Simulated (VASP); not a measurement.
Write the native input for VASP 6.6.1 that does the following.

* Task: single point
* Functional: LDA
* Potentials or basis: VASP PAW LDA potentials, release 64 (Be)
* Cutoff: 600 eV
* k mesh: 4 × 4 × 6
* Occupations: fermi-dirac, width 0.1 eV
* Spin: no spin polarisation
* Dipole correction: no
* Further INCAR settings: ALGO = Normal; EDIFF = 1e-06; NBANDS = 12

The structure of Be lies in POSCAR:

```
Be
1.0
    3.7468100000      0.0000000000      0.0000000000
    0.0000000000      3.7468100000      0.0000000000
    0.0000000000      0.0000000000      2.2812800000
Be
4
Direct
    0.2936620368      0.2900943206     -0.0263258687
    0.6988421247      0.7114021780     -0.0140559814
    0.2087932802      0.7756610574      0.5442531591
    0.7987025550      0.2228424472      0.4961287132
```

One way to write it, as run:

INCAR

```
ALGO     = Normal         # electronic algorithm
EDIFF    = 1E-6           # SCF threshold, eV
ENCUT    = 600            # plane-wave cutoff, eV
GGA      = CA             # functional
GGA_COMPAT= False        
ISIF     = 2              # what is computed and relaxed
ISMEAR   = -1             # smearing method
LASPH    = True           # aspherical terms in the spheres
LCHARG   = False          # write CHGCAR
LREAL    = False          # projectors in reciprocal space
LWAVE    = False          # write WAVECAR
NBANDS   = 12             # bands
NELM     = 120            # most SCF steps
PREC     = Accurate       # precision mode
SIGMA    = 0.1            # smearing width, eV
```

KPOINTS

```
k-points
0
Gamma
  4 4 6
```

Potentials or basis: VASP PAW LDA potentials, release 64 (Be).

Command:

```bash
$ cat potpaw_LDA.64/Be/POTCAR > POTCAR
$ mpirun -np 1 vasp_std > vasp.out
```

It gave:

```json
{
 "Pressure": "-4.5 GPa",
 "Largest force": "1.241 eV/Å",
 "Band gap on the k mesh": "zero (band 4 reaches 7.58 eV, above the bottom of band 5 at 6.08 eV)"
}
```

Caveat: the k points lie up to 0.46 Å⁻¹ apart; forces of over 1 eV/Å act on the atoms, so gaps and moduli don't describe the material at rest.

Run time: 12 s on 1 thread of Intel(R) Xeon(R) Platinum 8259CL CPU @ 2.50GHz (Skylake/Cascade Lake) (shared host), peak memory 0.13 GiB.
